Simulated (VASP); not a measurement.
# Ta2Ru in VASP: a series of runs

Ta2Ru is run at these levels: PBE; tasks: single point.

Everything below comes from runs of VASP 6.6.1. Logs are shortened: lines on timing, memory, paths and dates and some standing lists are left out, and cuts for length are marked.

### Step 1. The cell of the first run

It takes space group Fmmm (No. 69, orthorhombic). Conventional cell: a = 4.520 Å, b = 4.536 Å, c = 9.806 Å, α = 90.00°, β = 90.00°, γ = 90.00°. Ta (site symmetry mm2) has 5 Ru at 2.77 to 3.31 Å and 9 Ta at 2.84 to 3.20 Å within 3.6 Å. Ru (site symmetry mmm) has 10 Ta at 2.77 to 3.31 Å and 4 Ru at 3.20 Å within 3.6 Å.

### Step 2. Single point, PBE

Contents of INCAR:

```
PREC     = Accurate       # precision mode
ENCUT    = 500            # plane-wave cutoff, eV
EDIFF    = 1E-6           # SCF threshold, eV
ISMEAR   = 0              # smearing method
SIGMA    = 0.1            # smearing width, eV
LREAL    = False          # projectors in reciprocal space
LASPH    = True           # aspherical terms in the spheres
NELM     = 120            # most SCF steps
ALGO     = Normal         # electronic algorithm
ISIF     = 2              # what is computed and relaxed
LWAVE    = False          # write WAVECAR
LCHARG   = False          # write CHGCAR
GGA      = PE             # functional
NBANDS   = 45             # bands
GGA_COMPAT= False
```

Contents of KPOINTS:

```
regular mesh
0
Gamma
  6 6 4
```

Contents of POSCAR:

```
Ta2Ru
1.0
    4.9030346507     -2.2679595913      0.0000000000
    4.9030346507      2.2679595913      0.0000000000
    0.0000000000      0.0000000000      4.5204419787
Ta Ru
4 2
Direct
   -0.0874891911      0.4125272847      0.2500000000
    0.5874727153      0.0874891911      0.2500000000
    0.4125272847     -0.0874891911      0.7500000000
    0.0874891911      0.5874727153      0.7500000000
    0.2499980796      0.7500019204      0.2500000000
    0.7500019204      0.2499980796      0.7500000000
```

Potentials or basis: VASP PAW PBE potentials, release 64 (Ta_pv, Ru_pv).

Launch:

```console
$ cat potpaw_PBE.64/Ta_pv/POTCAR potpaw_PBE.64/Ru_pv/POTCAR > POTCAR
$ mpirun -np 1 vasp_std > vasp.out
```

OUTCAR:

```text
PREC = Accurate
   ENCUT = 500
   EDIFF = 1E-6
   ISMEAR = 0
   LREAL = False
   LASPH = True
   NELM = 120
   ISIF = 2
   GGA = PE

 ion  position               nearest neighbor table
   1  0.913  0.413  0.250-   6 2.77   6 2.77   5 2.77   5 2.77   4 2.84   4 2.84   2 2.84   2 2.84
                             2 3.19   3 3.20   3 3.20   3 3.20   3 3.20   5 3.31
   2  0.587  0.087  0.250-   6 2.77   6 2.77   5 2.77   5 2.77   3 2.84   3 2.84   1 2.84   1 2.84
                             1 3.19   4 3.20   4 3.20   4 3.20   4 3.20   5 3.31
   3  0.413  0.913  0.750-   5 2.77   5 2.77   6 2.77   6 2.77   2 2.84   2 2.84   4 2.84   4 2.84
                             4 3.19   1 3.20   1 3.20   1 3.20   1 3.20   6 3.31
   4  0.087  0.587  0.750-   5 2.77   5 2.77   6 2.77   6 2.77   1 2.84   1 2.84   3 2.84   3 2.84
                             3 3.19   2 3.20   2 3.20   2 3.20   2 3.20   6 3.31
   5  0.250  0.750  0.250-   3 2.77   4 2.77   3 2.77   4 2.77   1 2.77   2 2.77   1 2.77   2 2.77
                             6 3.20   6 3.20   6 3.20   6 3.20   1 3.31   2 3.31
   6  0.750  0.250  0.750-   1 2.77   2 2.77   1 2.77   2 2.77   3 2.77   4 2.77   4 2.77   3 2.77
                             5 3.20   5 3.20   5 3.20   5 3.20   3 3.31   4 3.31

  LATTYP: Found a base centered orthorhombic cell.
 ALAT       =     4.5359191826
 B/A-ratio  =     2.1618703744
 C/A-ratio  =     0.9965878572

  Lattice vectors:

 A1 = (  -4.9030346507,  -2.2679595913,   0.0000000000)
 A2 = (   4.9030346507,  -2.2679595913,   0.0000000000)
 A3 = (   0.0000000000,   0.0000000000,   4.5204419787)

Analysis of symmetry for initial positions (statically):
=====================================================================
 Subroutine PRICEL returns:
 Original cell was already a primitive cell.

 Routine SETGRP: Setting up the symmetry group for a
 base centered orthorhombic supercell.

 Subroutine GETGRP returns: Found  8 space group operations
 (whereof  4 operations were pure point group operations)
 out of a pool of  8 trial point group operations.

The static configuration has the point symmetry C_2h.
 The point group associated with its full space group is D_2h.

Analysis of symmetry for dynamics (positions and initial velocities):
=====================================================================
 Subroutine PRICEL returns:
 Original cell was already a primitive cell.

 Routine SETGRP: Setting up the symmetry group for a
 base centered orthorhombic supercell.

 Subroutine GETGRP returns: Found  8 space group operations
 (whereof  4 operations were pure point group operations)
 out of a pool of  8 trial point group operations.

The dynamic configuration has the point symmetry C_2h.
 The point group associated with its full space group is D_2h.

 Subroutine INISYM returns: Found  8 space group operations
 (whereof  4 operations are pure point group operations),
 and found     1 'primitive' translations

----------------------------------------------------------------------------------------

                                     Primitive cell

  volume of cell :     100.5336

  direct lattice vectors                    reciprocal lattice vectors
     4.903034651 -2.267959591  0.000000000     0.101977660 -0.220462482  0.000000000
     4.903034651  2.267959591  0.000000000     0.101977660  0.220462482  0.000000000
     0.000000000  0.000000000  4.520441979     0.000000000  0.000000000  0.221217307

  length of vectors
     5.402165260  5.402165260  4.520441979     0.242905638  0.242905638  0.221217307

  position of ions in fractional coordinates (direct lattice)
     0.912510809  0.412527285  0.250000000
     0.587472715  0.087489191  0.250000000
     0.412527285  0.912510809  0.750000000
     0.087489191  0.587472715  0.750000000
     0.249998080  0.750001920  0.250000000
     0.750001920  0.249998080  0.750000000

  ion indices of the primitive-cell ions
   primitive index   ion index
                 1           1
                 2           2
                 3           3
                 4           4
                 5           5
                 6           6

----------------------------------------------------------------------------------------

 KPOINTS: regular mesh

Automatic generation of k-mesh.
 Grid dimensions read from file:
 generate k-points for:    6    6    4

 Generating k-lattice:

  Cartesian coordinates                     Fractional coordinates (reciprocal lattice)
     0.016996277 -0.036743747  0.000000000     0.166666667  0.000000000  0.000000000
     0.016996277  0.036743747  0.000000000     0.000000000  0.166666667  0.000000000
     0.000000000  0.000000000  0.055304327     0.000000000  0.000000000  0.250000000

  Length of vectors
     0.040484273  0.040484273  0.055304327

  Shift w.r.t. Gamma in fractional coordinates (k-lattice)
     0.000000000  0.000000000  0.000000000

 Subroutine IBZKPT returns following result:
 ===========================================

 Found     39 irreducible k-points:

 Following reciprocal coordinates:
            Coordinates               Weight
  0.000000  0.000000  0.000000      1.000000
  0.166667  0.000000  0.000000      4.000000
  0.333333  0.000000  0.000000      4.000000
  0.500000  0.000000  0.000000      2.000000
  0.166667  0.166667  0.000000      2.000000
  0.333333  0.166667  0.000000      4.000000
[... 16 lines left out ...]
  0.333333  0.333333  0.250000      4.000000
  0.500000  0.333333  0.250000      8.000000
 [... further k-points ...]
   k-points           NKPTS =     39   k-points in BZ     NKDIM =     39   number of bands    NBANDS=     45
   number of dos      NEDOS =    301   number of ions     NIONS =      6
   total plane-waves  NPLWV =  57600
   dimension x,y,z NGX =    40 NGY =   40 NGZ =   36
   dimension x,y,z NGXF=    80 NGYF=   80 NGZF=   72
   ions per type =               4   2
   NGX,Y,Z   is equivalent  to a cutoff of  12.31, 12.31, 13.24 a.u.
   NGXF,Y,Z  is equivalent  to a cutoff of  24.62, 24.62, 26.48 a.u.
 SYSTEM =  unknown system
   PREC   = accura    normal or accurate (medium, high low for compatibility)
   ISTART =      0    job   : 0-new  1-cont  2-samecut
   ICHARG =      2    charge: 1-file 2-atom 10-const
   ISPIN  =      1    spin polarized calculation?
   LNONCOLLINEAR =      F non collinear calculations
   LSORBIT =      F    spin-orbit coupling
   LASPH  =      T    aspherical Exc in radial PAW
   ENCUT  =  500.0 eV  36.75 Ry    6.06 a.u.   9.85  9.85  8.24*2*pi/ulx,y,z
   NELM   =    120;   NELMIN=  2; NELMDL= -5     # of ELM steps
   EDIFF  = 0.1E-05   stopping-criterion for ELM
   LREAL  =      F    real-space projection
   EDIFFG = 0.1E-04   stopping-criterion for IOM
   NSW    =      0    number of steps for IOM
   IBRION =     -1    ionic relax: 0-MD 1-quasi-New 2-CG
   NFREE  =      0    steps in history (QN), initial steepest desc. (CG)
   ISIF   =      2    stress and relaxation
   ISYM   =      2    0-nonsym 1-usesym 2-fastsym
   POTIM  = 0.5000    time-step for ionic-motion
   TEBEG  =    0.0;   TEEND  =   0.0 temperature during run
   PSTRESS=    0.0 pullay stress
   NELECT =      72.0000    total number of electrons
   NUPDOWN=      -1.0000    fix difference up-down
   EMIN   =  10.00;   EMAX   =-10.00  energy-range for DOS
   EFERMI =   0.00;   METHOD = LEGACY
   ISMEAR =     0;   SIGMA  =   0.10  broadening in eV -4-tet -1-fermi 0-gaus
   EFERMI_NEDOS =   21; number of points for ismear=-14 and -15
   IALGO  =     38    algorithm
   IMIX   =      4    mixing-type and parameters
     AMIX     =   0.40;   BMIX     =  1.00
     AMIX_MAG =   1.60;   BMIX_MAG =  1.00
  volume/ion in A,a.u.               =      16.76       113.07
  Fermi-wavevector in a.u.,A,eV,Ry     =   1.464700  2.767881 29.189196  2.145345
  Thomas-Fermi vector in A             =   2.580645
   LORBIT       =      0    0 simple, 1 ext, 2 COOP (PROOUT), +10 PAW based schemes
   GGA     = PE    functional components
   LHFCALC =     F    Hartree Fock is set to
   AEXX    =    0.0000 exact exchange contribution
   IVDW    =     0    specifies the selected vdW correction
   LEPSILON=     F    determine dielectric tensor
   LRPA    =     F    only Hartree local field effects (RPA)
 non-spin polarized calculation
 Gauss-broadening in eV      SIGMA  =   0.10
  energy-cutoff  :      500.00
  volume of cell :      100.53
 maximum number of plane-waves:      2582
   NGX = 19   NGY = 19   NGZ = 17

 number of electron      71.9999996 magnetization

 Free energy of the ion-electron system (eV)
  ---------------------------------------------------
  ext. energy  EPLUGINS =         0.00000000
  ---------------------------------------------------
  free energy    TOTEN  =       -67.46823386 eV

  energy without entropy =      -67.44065553  energy(sigma->0) =      -67.45444469

 E-fermi :   8.1386     XC(G=0): -12.9658

 val. band max:        8.1007530441   @ k =   0.5000   0.3333   0.2500
 cond. band min:       8.1449744653   @ k =   0.3333   0.0000   0.2500
 fundamental gap:      0.0442214212
 Fermi energy:         8.1386127495

 k-point     1 :       0.0000    0.0000    0.0000
  band No.  band energies     occupation
      1     -35.1022      2.00000
      2     -35.0986      2.00000
      3     -35.0512      2.00000
      4     -35.0294      2.00000
      5     -35.0120      2.00000
      6     -35.0083      2.00000
[... 37 lines left out ...]
     44      10.4644      0.00000
     45      10.6718      0.00000

 k-point     2 :       0.1667    0.0000    0.0000
  band No.  band energies     occupation
      1     -35.0961      2.00000
      2     -35.0922      2.00000
      3     -35.0504      2.00000
      4     -35.0315      2.00000
      5     -35.0180      2.00000
      6     -35.0140      2.00000
[... 37 lines left out ...]
     44      10.4049      0.00000
     45      10.7844      0.00000

 k-point     3 :       0.3333    0.0000    0.0000
  band No.  band energies     occupation
      1     -35.0796      2.00000
      2     -35.0749      2.00000
      3     -35.0478      2.00000
      4     -35.0369      2.00000
      5     -35.0345      2.00000
      6     -35.0297      2.00000
[... 37 lines left out ...]
     44      10.5913      0.00000
     45      11.2065      0.00000

 k-point     4 :       0.5000    0.0000    0.0000
  band No.  band energies     occupation
      1     -35.0570      2.00000
      2     -35.0570      2.00000
      3     -35.0519      2.00000
      4     -35.0519      2.00000
      5     -35.0429      2.00000
      6     -35.0429      2.00000
[... 901 lines left out ...]
     44      10.4092      0.00000
     45      10.4463      0.00000

 k-point    23 :       0.3333    0.3333    0.2500
  band No.  band energies     occupation
      1     -35.0878      2.00000
      2     -35.0857      2.00000
      3     -35.0479      2.00000
      4     -35.0341      2.00000
      5     -35.0244      2.00000
      6     -35.0217      2.00000
[... 37 lines left out ...]
     44      10.9206      0.00000
     45      11.7294      0.00000

 k-point    24 :       0.5000    0.3333    0.2500
  band No.  band energies     occupation
      1     -35.1017      2.00000
      2     -35.0627      2.00000
      3     -35.0475      2.00000
      4     -35.0467      2.00000
      5     -35.0359      2.00000
      6     -35.0073      2.00000
[... 37 lines left out ...]
     44      10.7325      0.00000
     45      11.0505      0.00000

 [... further k-points ...]
[... 5 lines left out ...]
  --------------------------------------------------------------------------------------
  -------------------------------------------------------------------------------------
  Total       -0.1683990     -0.1012576     -0.1383860      0.0000000      0.0000000      0.0000000
  in kB       -2.6837313     -1.6137161     -2.2054212      0.0000000      0.0000000      0.0000000
  external PRESSURE =      -2.1676229 kB  Pullay stress =       0.0000000 kB

 VOLUME and BASIS-vectors are now :
 -----------------------------------------------------------------------------
  energy-cutoff  :      500.00
  volume of cell :      100.53
      direct lattice vectors                 reciprocal lattice vectors
     4.903034651 -2.267959591  0.000000000     0.101977660 -0.220462482  0.000000000
     4.903034651  2.267959591  0.000000000     0.101977660  0.220462482  0.000000000
     0.000000000  0.000000000  4.520441979     0.000000000  0.000000000  0.221217307

 POSITION                                       TOTAL-FORCE (eV/Angst)
 -----------------------------------------------------------------------------------
      6.49671     -1.13394      1.13011         0.022558     -0.000481     -0.000000
      3.30936     -1.13394      1.13011        -0.022558     -0.000481      0.000000
      6.49671      1.13394      3.39033         0.022558      0.000481     -0.000000
      3.30936      1.13394      3.39033        -0.022558      0.000481     -0.000000
      4.90303      1.13399      1.13011         0.000000      0.000194     -0.000000
      4.90303     -1.13399      3.39033         0.000000     -0.000194      0.000000
 -----------------------------------------------------------------------------------
    total drift:                               -0.000000      0.000000      0.000000

  FREE ENERGIE OF THE ION-ELECTRON SYSTEM (eV)
  ---------------------------------------------------
  free  energy   TOTEN  =       -67.4682338604 eV

  energy  without entropy=      -67.4406555286  energy(sigma->0) =      -67.45444469
```

It took 5.8 min on 1 thread of Intel Xeon 8259CL, shared host; peak memory 0.3 GiB.

What came out:

| Item | Value |
| --- | --- |
| Free energy | -67.4682 eV |
| Pressure | -0.2 GPa |
| Largest force | 0.023 eV/Å |
| Band gap on the k mesh | zero (bands 36 and 37 overlap by 0.92 eV) |

Forces on the atoms (eV/Å):
```
Ta   0.023  0.000  0.000
Ta  -0.023  0.000  0.000
Ta   0.023  0.000  0.000
Ta  -0.023  0.000  0.000
Ru   0.000  0.000  0.000
Ru   0.000  0.000  0.000
```

Caveat: spin-orbit coupling is left out, which moves the levels of the heavy elements.

### Step 3. Single point, PBE, collinear spin, ferromagnetic start

This run uses another cell than the first one: it holds 3 atoms, not 6.

Contents of INCAR:

```
PREC = Accurate
ENCUT = 500
EDIFF = 1E-6
ISMEAR = 0
SIGMA = 0.1
LREAL = False
LASPH = True
NELM = 200
ALGO = Normal
ISIF = 2
LWAVE = False
LCHARG = True
ISPIN = 2
MAGMOM = 0 0 1
LORBIT = 11
LMAXMIX = 4
GGA = PE
LELF = True
LVHAR = True
NBANDS = 29
GGA_COMPAT = False
```

Contents of KPOINTS:

```
regular mesh
0
Gamma
  8 8 8
```

Contents of POSCAR:

```
Ta2Ru
1.0
   -1.6009559354      1.6009559354      4.9030346507
    1.6009559354     -1.6009559354      4.9030346507
    1.6009559354      1.6009559354     -4.9030346507
Ta Ru
2 1
Direct
    0.6625190468      0.6625190468      0.0000000000
    0.3374809532      0.3374809532      0.0000000000
    0.0000000000      0.0000000000      0.0000000000
```

Potentials or basis: VASP PAW PBE potentials, release 64 (Ta_pv, Ru_pv).

Launch:

```console
$ cat potpaw_PBE.64/Ta_pv/POTCAR potpaw_PBE.64/Ru_pv/POTCAR > POTCAR
$ mpirun -np 1 vasp_std > vasp.out
```

Run time: 11 min. Hardware: 1 thread of Intel Xeon 8259CL, shared host; peak memory 0.36 GiB.

Results (log left out):

```yaml
Free_energy: -33.7331 eV
Pressure: -0.1 GPa
Largest_force: 0.015 eV/Å
Band_gap_on_the_k_mesh: zero (filled and empty bands overlap)
Net_moment: -0.03 μB per cell
Site_moments: Ta -0.00; Ru -0.03 μB
Valence_electrons_inside_the_program's_atomic_spheres: Ta 8.87; Ru 12.67
```

Forces on the atoms (eV/Å):
```
Ta   0.000  0.000 -0.015
Ta   0.000  0.000  0.015
Ru   0.000  0.000  0.000
```

Stress tensor (GPa, compression positive):
```
 0.17  0.00  0.00
 0.00  0.17  0.00
 0.00  0.00 -0.62
```

Levels at points of the mesh, in eV from the Fermi level:
Spin up:
```csv
k point,band 14,band 15,band 16,band 17,band 18,band 19,band 20,band 21,band 22,band 23
"(0.00, 0.00, 0.00)",-3.50,-2.19,-2.19,-1.98,0.85,0.85,1.46,1.67,1.75,1.75
"(0.50, 0.00, 0.00)",-3.06,-2.81,-1.95,-0.81,-0.73,0.44,0.57,1.00,1.55,1.76
"(0.50, 0.50, 0.00)",-3.44,-3.04,-1.68,-1.48,-0.32,0.09,0.81,2.52,4.20,4.41
"(0.50, 0.50, 0.50)",-2.31,-2.31,-1.79,-1.38,-0.34,-0.34,-0.12,1.15,1.39,4.13
```
Spin down:
| k point | band 16 | band 17 | band 18 | band 19 | band 20 | band 21 |
| --- | --- | --- | --- | --- | --- | --- |
| (0.00, 0.00, 0.00) | -2.20 | -2.00 | 0.85 | 0.85 | 1.44 | 1.66 |
| (0.50, 0.00, 0.00) | -1.95 | -0.83 | -0.73 | 0.41 | 0.57 | 1.00 |
| (0.50, 0.50, 0.00) | -1.69 | -1.48 | -0.35 | 0.05 | 0.81 | 2.52 |
| (0.50, 0.50, 0.50) | -1.80 | -1.39 | -0.34 | -0.34 | -0.12 | 1.12 |

Caveat: spin-orbit coupling is left out, which moves the levels of the heavy elements.
